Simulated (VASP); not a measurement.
# K2TiH6 (P-3m1) in VASP: settings compared

Aim: see how the results for K2TiH6 move with the level of theory and the settings. Levels: r2SCAN, r2SCAN+D3(BJ)+U. Tasks: single point.

All numbers are computed with VASP 6.6.1; they aren't measurements. Logs are shortened: lines on timing, memory, paths and dates and some standing lists are left out, and cuts for length are marked.

### Step 1. The cell of the first run

Symmetry: P-3m1, No. 164, trigonal system. Conventional cell: a = 5.375 Å, b = 5.375 Å, c = 4.371 Å, α = 90.00°, β = 90.00°, γ = 120.00°. Within 3.6 Å of K (site symmetry 3m) lie 12 H at 2.64 to 2.85 Å and 3 Ti at 3.38 Å and 3 K at 3.53 Å. Within 2.3 Å of Ti (site symmetry -3m) lie 6 H at 1.74 Å. Within 2.3 Å of H (site symmetry m) lie 1 Ti at 1.74 Å.

### Step 2. Single point, r2SCAN

Input file POSCAR:

```
K2TiH6
1.0
    2.6877370000      4.6552950000      0.0000000000
   -2.6877370000      4.6552950000      0.0000000000
    0.0000000000      0.0000000000      4.3708410000
K Ti H
2 1 6
Direct
    0.3333300000      0.3333400000      0.6925400000
    0.6666700000      0.6666600000      0.3074600000
    0.0000000000      0.0000000000      0.0000000000
    0.1554900000      0.1555000000      0.2223700000
    0.6890100000      0.1554900000      0.2223700000
    0.1555000000      0.6890100000      0.2223700000
    0.3109900000      0.8445000000      0.7776300000
    0.8445000000      0.8445100000      0.7776300000
    0.8445100000      0.3109900000      0.7776300000
```

Input file INCAR.step1:

```
PREC = Accurate
ENCUT = 520
ISMEAR = 0
SIGMA = 0.0357
LREAL = False
LASPH = True
NELM = 100
NELECT = 37.0
NBANDS = 28
GGA = PE
ALGO = Normal
EDIFF = 1E-4
LWAVE = True
LCHARG = False
```

Input file INCAR.step2:

```
PREC = Accurate
ENCUT = 520
EDIFF = 1E-6
ISMEAR = 0
SIGMA = 0.0357
LREAL = False
LASPH = True
NELM = 100
ALGO = Normal
ISIF = 2
LWAVE = False
LCHARG = False
METAGGA = R2SCAN
LMIXTAU = True
NELECT = 37.0
NBANDS = 28
ISTART = 1
```

Input file KPOINTS:

```
Automatic mesh
0
Gamma
  4 4 4
```

Potentials or basis: VASP PAW PBE potentials, release 64 (K_sv, Ti_sv, H).

Launch:

```bash
> cat potpaw_PBE.64/K_sv/POTCAR potpaw_PBE.64/Ti_sv/POTCAR potpaw_PBE.64/H/POTCAR > POTCAR
> cp INCAR.step1 INCAR
> mpirun -np 1 vasp_std > vasp.out
> cp INCAR.step2 INCAR
> mpirun -np 1 vasp_std > vasp.out
```

OUTCAR:

```text
PREC = Accurate
   ENCUT = 520
   EDIFF = 1E-6
   ISMEAR = 0
   LREAL = False
   LASPH = True
   NELM = 100
   ISIF = 2
   METAGGA = R2SCAN
   NELECT = 37.0
   ISTART = 1

 ion  position               nearest neighbor table
   1  0.333  0.333  0.693-   2 3.53   2 3.53   2 3.53
   2  0.667  0.667  0.307-   1 3.53   1 3.53   1 3.53
   3  0.000  0.000  0.000-   4 1.74   8 1.74   5 1.74   9 1.74   6 1.74   7 1.74
   4  0.155  0.156  0.222-   3 1.74
   5  0.689  0.155  0.222-   3 1.74
   6  0.156  0.689  0.222-   3 1.74
   7  0.311  0.844  0.778-   3 1.74
   8  0.844  0.845  0.778-   3 1.74
   9  0.845  0.311  0.778-   3 1.74

  LATTYP: Found a hexagonal cell.
 ALAT       =     5.3754722321
 C/A-ratio  =     0.8131082836

  Lattice vectors:

 A1 = (   2.6877370000,  -4.6552950000,   0.0000000000)
 A2 = (   2.6877370000,   4.6552950000,   0.0000000000)
 A3 = (   0.0000000000,   0.0000000000,   4.3708410000)

Analysis of symmetry for initial positions (statically):
=====================================================================
 Subroutine PRICEL returns:
 Original cell was already a primitive cell.

 Routine SETGRP: Setting up the symmetry group for a
 hexagonal supercell.

 Subroutine GETGRP returns: Found  2 space group operations
 (whereof  2 operations were pure point group operations)
 out of a pool of 24 trial point group operations.

The static configuration has the point symmetry C_2 .

Analysis of symmetry for dynamics (positions and initial velocities):
=====================================================================
 Subroutine PRICEL returns:
 Original cell was already a primitive cell.

 Routine SETGRP: Setting up the symmetry group for a
 hexagonal supercell.

 Subroutine GETGRP returns: Found  2 space group operations
 (whereof  2 operations were pure point group operations)
 out of a pool of 24 trial point group operations.

The dynamic configuration has the point symmetry C_2 .

 Subroutine INISYM returns: Found  2 space group operations
 (whereof  2 operations are pure point group operations),
 and found     1 'primitive' translations

----------------------------------------------------------------------------------------
[... 107 lines left out ...]
   LREAL  =      F    real-space projection
   EDIFFG = 0.1E-04   stopping-criterion for IOM
   NSW    =      0    number of steps for IOM
   IBRION =     -1    ionic relax: 0-MD 1-quasi-New 2-CG
   NFREE  =      0    steps in history (QN), initial steepest desc. (CG)
   ISIF   =      2    stress and relaxation
   ISYM   =      2    0-nonsym 1-usesym 2-fastsym
   POTIM  = 0.5000    time-step for ionic-motion
   TEBEG  =    0.0;   TEEND  =   0.0 temperature during run
   PSTRESS=    0.0 pullay stress
   NELECT =      37.0000    total number of electrons
   NUPDOWN=      -1.0000    fix difference up-down
   EMIN   =  10.00;   EMAX   =-10.00  energy-range for DOS
   EFERMI =   0.00;   METHOD = LEGACY
   ISMEAR =     0;   SIGMA  =   0.04  broadening in eV -4-tet -1-fermi 0-gaus
   EFERMI_NEDOS =   21; number of points for ismear=-14 and -15
   IALGO  =     38    algorithm
   IMIX   =      4    mixing-type and parameters
     AMIX     =   0.40;   BMIX     =  1.00
     AMIX_MAG =   1.60;   BMIX_MAG =  1.00
  volume/ion in A,a.u.               =      12.15        82.01
  Fermi-wavevector in a.u.,A,eV,Ry     =   1.140685  2.155582 17.703389  1.301162
  Thomas-Fermi vector in A             =   2.277387
   LORBIT       =      0    0 simple, 1 ext, 2 COOP (PROOUT), +10 PAW based schemes
   METAGGA = R2SCAN    functional components
   LHFCALC =     F    Hartree Fock is set to
   AEXX    =    0.0000 exact exchange contribution
   IVDW    =     0    specifies the selected vdW correction
   LEPSILON=     F    determine dielectric tensor
   LRPA    =     F    only Hartree local field effects (RPA)
 non-spin polarized calculation
 Gauss-broadening in eV      SIGMA  =   0.04
  energy-cutoff  :      520.00
  volume of cell :      109.38
 maximum number of plane-waves:      2968
   NGX = 19   NGY = 19   NGZ = 17

 number of electron      36.9999996 magnetization

 Free energy of the ion-electron system (eV)
  ---------------------------------------------------
  ext. energy  EPLUGINS =         0.00000000
  ---------------------------------------------------
  free energy    TOTEN  =       -44.49441164 eV

  energy without entropy =      -44.48889356  energy(sigma->0) =      -44.49165260

 E-fermi :   2.3191     XC(G=0):  -9.3012

 val. band max:        2.3020900647   @ k =   0.5000  -0.0000   0.2500
 cond. band min:       2.3198594213   @ k =   0.5000   0.2500   0.5000
 fundamental gap:      0.0177693567
 Fermi energy:         2.3190948308

 k-point     1 :       0.0000    0.0000    0.0000
  band No.  band energies     occupation
      1     -57.6423      2.00000
      2     -32.9149      2.00000
      3     -32.9149      2.00000
      4     -32.8203      2.00000
      5     -30.6089      2.00000
      6     -30.5256      2.00000
[... 733 lines left out ...]
     27       7.9568      0.00000
     28       8.4902      0.00000

------------------------ aborting loop because EDIFF is reached ----------------------------------------

  FORCE on cell =-STRESS in cart. coord.  units (eV):
  Direction    XX          YY          ZZ          XY          YZ          ZX
  --------------------------------------------------------------------------------------
  -------------------------------------------------------------------------------------
  Total       10.6636744     10.6636197      8.3147496     -0.0000392      0.0000439     -0.0000747
  in kB      156.2026782    156.2018781    121.7953698     -0.0005742      0.0006431     -0.0010938
  external PRESSURE =     144.7333087 kB  Pullay stress =       0.0000000 kB

 VOLUME and BASIS-vectors are now :
 -----------------------------------------------------------------------------
  energy-cutoff  :      520.00
  volume of cell :      109.38
      direct lattice vectors                 reciprocal lattice vectors
     2.687737000  4.655295000  0.000000000     0.186030106  0.107404579  0.000000000
    -2.687737000  4.655295000  0.000000000    -0.186030106  0.107404579  0.000000000
     0.000000000  0.000000000  4.370841000     0.000000000  0.000000000  0.228788922

 POSITION                                       TOTAL-FORCE (eV/Angst)
 -----------------------------------------------------------------------------------
     -0.00003      3.10355      3.02698         0.000099     -0.000057      0.029357
      0.00003      6.20704      1.34386        -0.000099      0.000057     -0.029357
      0.00000      0.00000      0.00000         0.000001      0.000001      0.000000
     -0.00003      1.44775      0.97194         0.000022      0.845103      0.310401
      1.43396      3.93140      0.97194        -0.731889     -0.422538      0.310402
     -1.43393      3.93144      0.97194         0.731864     -0.422564      0.310383
     -1.43393      5.37915      3.39890         0.731870      0.422570     -0.310401
     -0.00003      7.86284      3.39890         0.000016     -0.845103     -0.310402
      1.43396      5.37919      3.39890        -0.731883      0.422530     -0.310383
 -----------------------------------------------------------------------------------
    total drift:                                0.000001      0.000001      0.000000

  FREE ENERGIE OF THE ION-ELECTRON SYSTEM (eV)
  ---------------------------------------------------
  free  energy   TOTEN  =       -44.4944116437 eV

  energy  without entropy=      -44.4888935599  energy(sigma->0) =      -44.49165260
```

OUTCAR.step1:

```text
PREC = Accurate
   ENCUT = 520
   ISMEAR = 0
   LREAL = False
   LASPH = True
[... 990 lines left out ...]
     -1.43393      3.93144      0.97194         0.753187     -0.434871      0.339885
     -1.43393      5.37915      3.39890         0.753194      0.434882     -0.339876
     -0.00003      7.86284      3.39890        -0.000018     -0.869732     -0.339879
      1.43396      5.37919      3.39890        -0.753203      0.434843     -0.339885
 -----------------------------------------------------------------------------------
    total drift:                                0.000029      0.000051     -0.000000

  FREE ENERGIE OF THE ION-ELECTRON SYSTEM (eV)
  ---------------------------------------------------
  free  energy   TOTEN  =       -28.1364973473 eV

  energy  without entropy=      -28.1308708092  energy(sigma->0) =      -28.13368408
```

OSZICAR.step1:

```text
N       E                     dE             d eps       ncg     rms          rms(c)
DAV:   1     0.322431641828E+03    0.32243E+03   -0.16895E+04  1344   0.125E+03
DAV:   2    -0.443284993136E+01   -0.32686E+03   -0.31729E+03  1404   0.384E+02
DAV:   3    -0.318186035276E+02   -0.27386E+02   -0.27214E+02  2252   0.101E+02
DAV:   4    -0.326568076220E+02   -0.83820E+00   -0.83093E+00  1824   0.157E+01
DAV:   5    -0.327035660123E+02   -0.46758E-01   -0.46738E-01  2140   0.318E+00    0.158E+01
DAV:   6    -0.287623862962E+02    0.39412E+01   -0.99253E+00  1640   0.228E+01    0.645E+00
DAV:   7    -0.282542951797E+02    0.50809E+00   -0.16714E+00  1704   0.806E+00    0.491E+00
DAV:   8    -0.281237071646E+02    0.13059E+00   -0.69851E-01  1832   0.383E+00    0.200E+00
DAV:   9    -0.281360934491E+02   -0.12386E-01   -0.79561E-02  1868   0.203E+00    0.300E-01
DAV:  10    -0.281360644705E+02    0.28979E-04   -0.55022E-03  1848   0.559E-01    0.184E-01
DAV:  11    -0.281365434128E+02   -0.47894E-03   -0.13857E-03  1660   0.253E-01    0.449E-02
DAV:  12    -0.281364973473E+02    0.46066E-04   -0.24507E-04  1616   0.122E-01
   1 F= -.28136497E+02 E0= -.28133684E+02  d E =-.562654E-02
```

Run time: 7.8 min. Hardware: 1 thread of Intel Xeon 8259CL, shared host; peak memory 0.28 GiB.

Results:

```
Free energy   : -44.4944 eV
Largest force : 0.900 eV/Å
```

Forces in eV/Å, atoms in the order of the input:
```
K    0.000  0.000  0.029
K    0.000  0.000 -0.029
Ti   0.000  0.000  0.000
H    0.000  0.845  0.310
H   -0.732 -0.423  0.310
H    0.732 -0.423  0.310
H    0.732  0.423 -0.310
H    0.000 -0.845 -0.310
H   -0.732  0.423 -0.310
```

Levels at points of the mesh, in eV from the Fermi level:
| k point | band 17 | band 18 | band 19 | band 20 | band 21 | band 22 |
| --- | --- | --- | --- | --- | --- | --- |
| (0.00, 0.00, 0.00) | -3.69 | -3.38 | -0.31 | 0.25 | 0.25 | 3.63 |
| (0.50, 0.00, 0.00) | -3.53 | -2.21 | -0.20 | 0.12 | 0.36 | 2.20 |
| (0.00, 0.50, 0.00) | -3.53 | -2.21 | -0.20 | 0.11 | 0.36 | 2.20 |
| (0.00, 0.00, 0.50) | -3.15 | -3.15 | 0.06 | 0.06 | 0.75 | 3.13 |
| (0.50, 0.00, 0.50) | -4.06 | -3.20 | -0.12 | 0.22 | 0.81 | 2.36 |
| (0.00, 0.50, 0.50) | -4.06 | -3.20 | -0.12 | 0.22 | 0.81 | 2.36 |

Caveat: the cell carries a net charge on a neutralising background, which shifts energy and pressure; the cell is charged against a uniform background, so pressure and absolute levels hang on convention; the PAW data sets were made with another functional, which shifts forces and pressure a little.

### Step 3. Single point, r2SCAN

POSCAR is that of step 2.

Input file INCAR.step1:

```
  ALGO = Normal
  EDIFF = 1E-4
  ENCUT = 520
  GGA = PE
  ISMEAR = 0
  LASPH = True
  LCHARG = False
  LREAL = False
  LWAVE = True
  NBANDS = 28
  NELECT = 37.0
  NELM = 60
  PREC = Accurate
  SIGMA = 0.005
```

Input file INCAR.step2:

```
  ALGO = Normal
  EDIFF = 1E-6
  ENCUT = 520
  ISIF = 2
  ISMEAR = 0
  ISTART = 1
  LASPH = True
  LCHARG = False
  LMIXTAU = True
  LREAL = False
  LWAVE = False
  METAGGA = R2SCAN
  NBANDS = 28
  NELECT = 37.0
  NELM = 60
  PREC = Accurate
  SIGMA = 0.005
```

Input file KPOINTS:

```
k-points
0
Gamma
  4 4 4
```

Potentials or basis: VASP PAW PBE potentials, release 64 (K_sv, Ti_sv, H).

Launch:

```bash
> cat potpaw_PBE.64/K_sv/POTCAR potpaw_PBE.64/Ti_sv/POTCAR potpaw_PBE.64/H/POTCAR > POTCAR
> cp INCAR.step1 INCAR
> mpirun -np 1 vasp_std > vasp.out
> cp INCAR.step2 INCAR
> mpirun -np 1 vasp_std > vasp.out
```

OUTCAR:

```text
EDIFF = 1E-6
   ENCUT = 520
   ISIF = 2
   ISMEAR = 0
   ISTART = 1
   LASPH = True
   LREAL = False
   METAGGA = R2SCAN
   NELECT = 37.0
   NELM = 60
   PREC = Accurate

 ion  position               nearest neighbor table
   1  0.333  0.333  0.693-   2 3.53   2 3.53   2 3.53
   2  0.667  0.667  0.307-   1 3.53   1 3.53   1 3.53
[... 962 lines left out ...]
  Total       10.6456302     10.6455916      8.3399147     -0.0000253      0.0000478     -0.0000808
  in kB      155.9383653    155.9377999    122.1639900     -0.0003712      0.0006996     -0.0011841
  external PRESSURE =     144.6800517 kB  Pullay stress =       0.0000000 kB

 VOLUME and BASIS-vectors are now :
 -----------------------------------------------------------------------------
  energy-cutoff  :      520.00
  volume of cell :      109.38
      direct lattice vectors                 reciprocal lattice vectors
     2.687737000  4.655295000  0.000000000     0.186030106  0.107404579  0.000000000
    -2.687737000  4.655295000  0.000000000    -0.186030106  0.107404579  0.000000000
     0.000000000  0.000000000  4.370841000     0.000000000  0.000000000  0.228788922

 POSITION                                       TOTAL-FORCE (eV/Angst)
 -----------------------------------------------------------------------------------
     -0.00003      3.10355      3.02698         0.000097     -0.000056      0.027604
      0.00003      6.20704      1.34386        -0.000097      0.000056     -0.027604
      0.00000      0.00000      0.00000        -0.000000     -0.000000      0.000000
     -0.00003      1.44775      0.97194         0.000023      0.842997      0.311898
      1.43396      3.93140      0.97194        -0.730065     -0.421485      0.311899
     -1.43393      3.93144      0.97194         0.730039     -0.421510      0.311880
     -1.43393      5.37915      3.39890         0.730046      0.421519     -0.311898
     -0.00003      7.86284      3.39890         0.000015     -0.842997     -0.311899
      1.43396      5.37919      3.39890        -0.730058      0.421477     -0.311880
 -----------------------------------------------------------------------------------
    total drift:                               -0.000000     -0.000000      0.000000

  FREE ENERGIE OF THE ION-ELECTRON SYSTEM (eV)
  ---------------------------------------------------
  free  energy   TOTEN  =       -44.4913188893 eV

  energy  without entropy=      -44.4911531059  energy(sigma->0) =      -44.49123600
```

OUTCAR.step1:

```text
EDIFF = 1E-4
   ENCUT = 520
   GGA = PE
   ISMEAR = 0
[... 991 lines left out ...]
     -1.43393      3.93144      0.97194         0.751846     -0.434100      0.340955
     -1.43393      5.37915      3.39890         0.751868      0.434123     -0.340953
     -0.00003      7.86284      3.39890        -0.000026     -0.868207     -0.340956
      1.43396      5.37919      3.39890        -0.751865      0.434068     -0.340955
 -----------------------------------------------------------------------------------
    total drift:                                0.000040      0.000069     -0.000000

  FREE ENERGIE OF THE ION-ELECTRON SYSTEM (eV)
  ---------------------------------------------------
  free  energy   TOTEN  =       -28.1335712483 eV

  energy  without entropy=      -28.1334056189  energy(sigma->0) =      -28.13348843
```

It took 5.5 min on 1 thread of Intel Xeon 8259CL, shared host; peak memory 0.28 GiB.

Results:

```
Free energy   : -44.4913 eV
Largest force : 0.899 eV/Å
```

Forces in eV/Å, atoms in the order of the input:
```
K    0.000  0.000  0.028
K    0.000  0.000 -0.028
Ti   0.000  0.000  0.000
H    0.000  0.843  0.312
H   -0.730 -0.421  0.312
H    0.730 -0.422  0.312
H    0.730  0.422 -0.312
H    0.000 -0.843 -0.312
H   -0.730  0.421 -0.312
```

Caveat: the cell carries a net charge on a neutralising background, which shifts energy and pressure; the cell is charged against a uniform background, so pressure and absolute levels hang on convention; the PAW data sets were made with another functional, which shifts forces and pressure a little.

(Continued in part 2 of 2.)
